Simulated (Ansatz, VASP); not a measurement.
# ZrAl5N6 in VASP and in Ansatz

```xyz
12
Lattice="3.3304 0.0000 0.0000 0.0000 3.3304 0.0000 0.0000 0.0000 14.1297" Properties=species:S:1:pos:R:3 pbc="T T T"
Zr    0.0000    0.0000    0.0000
Al    0.0000    0.0000    9.4198
Al    1.6652    1.6652   11.7748
Al    1.6652    1.6652    2.3550
Al    0.0000    0.0000    4.7099
Al    1.6652    1.6652    7.0649
N     0.0000    0.0000   11.7748
N     1.6652    1.6652    0.0000
N     0.0000    0.0000    2.3550
N     1.6652    1.6652    4.7099
N     0.0000    0.0000    7.0649
N     1.6652    1.6652    9.4198
```

Alike in both runs: task relaxation of cell and atoms; functional PBE; k mesh 6 × 6 × 2; occupations gaussian, width 0.1 eV; no spin polarisation.

```csv
,VASP,Ansatz
version,VASP 6.6.1,Ansatz 0.2.0
potentials or method,"VASP PAW PBE potentials, release 64 (Zr_sv, Al, N), cutoff 600 eV","scalar-relativistic, plane waves, PAW"
valence electrons in the cell,57,57
```

|  | VASP | Ansatz | Ansatz less VASP |
| --- | --- | --- | --- |
| gap on the k mesh at the Fermi level, each at its own relaxed structure (eV) | none | none | - |
| relaxed volume (Å³/atom) | 9.33 | 9.34 | +0.015 |
| relaxed length of the cell vector where the two differ most in proportion (Å) | 12.536 | 12.551 | +0.0155 |

A gap of «none» marks a metal or a gap that the smearing closes.

Noted on VASP's run: the volume moved by over 15 % at a fixed basis, so the end points are rough.
